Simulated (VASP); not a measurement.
The system is P.

```
P
1.0
     2.75000    0.00000    0.00000
    -1.37500    2.38157    0.00000
     0.00000    0.00000    4.49075
P
2
Cartesian
  0.0000 1.5877 1.1227
  1.3750 0.7939 3.3681
```

- Program: VASP 6.6.1
- Task: relaxation of cell and atoms
- Functional: PBE
- Potentials or basis: VASP PAW PBE potentials, release 64 (P)
- Cutoff: 600 eV
- k mesh: 9 × 9 × 5
- Occupations: gaussian, width 0.05 eV
- Spin: no spin polarisation

At the start: pressure -2.3 GPa; volume 14.71 Å³/atom.

Problem. How do energy, volume and symmetry change on relaxing?

Solution. Over 5 steps the energy falls by 5.0 meV/atom and the volume is 14.33 Å³/atom (-2.6 %); space group P6_3/mmc (No. 194, to 0.05 Å).

The path:
```tsv
step	energy change (eV)	largest force (eV/Å)	pressure (GPa)	volume (Å³)
1	0.0000	0.0000	-2.26	29.41
2	-0.0100	0.0000	0.38	28.54
3	-0.0101	0.0000	0.13	28.61
4	-0.0101	0.0000	0.08	28.62
5	-0.0101	0.0000	-0.04	28.66
```

Final structure:
```
P
1.0
     2.74133    0.00000    0.00000
    -1.37067    2.37406    0.00000
     0.00000    0.00000    4.40321
P
2
Direct
  0.33333 0.66667 0.25000
  0.66667 0.33333 0.75000
```
